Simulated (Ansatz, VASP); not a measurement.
Two plane-wave programs on Al3Si2B

```xyz
6
Lattice="0.0000 2.3957 5.0956 4.5919 0.0000 5.0956 4.5919 2.3957 0.0000" Properties=species:S:1:pos:R:3 pbc="T T T"
Al    4.5919    2.3957    2.0990
Al    4.5919    2.3957    8.0922
Al    4.5919    2.3957    5.0956
Si    7.2409    2.3957    5.0956
Si    1.9428    2.3957    5.0956
B     0.0000    0.0000    0.0000
```

Alike in both runs: functional PBE; k mesh 4 × 4 × 4; occupations gaussian, width 0.1 eV; no spin polarisation.

Ansatz relaxed the structure, and its values are those at the end. VASP's run is a single point on that final structure, the one shown.

|  | VASP | Ansatz |
| --- | --- | --- |
| version | VASP 6.6.1 | Ansatz 0.2.0 |
| potentials or method | VASP PAW PBE potentials, release 64 (Al, Si, B), cutoff 520 eV | scalar-relativistic, plane waves, PAW |
| valence electrons in the cell | 20 | 20 |

Ansatz gave:

```
gap on the k mesh at the Fermi level (eV) : none
pressure (GPa)                            : 0.0
rms of the force components (eV/Å)        : 0.007
```

Problem. Estimate VASP's values.

Solution. gap on the k mesh at the Fermi level (eV): none; pressure (GPa): -0.1; rms of the force components (eV/Å): 0.005.

A gap of «none» marks a metal or a gap that the smearing closes. With one functional, cell and mesh, what is left measures potentials, basis and numerics.

The k mesh is coarse, so the values compare programs but aren't converged.
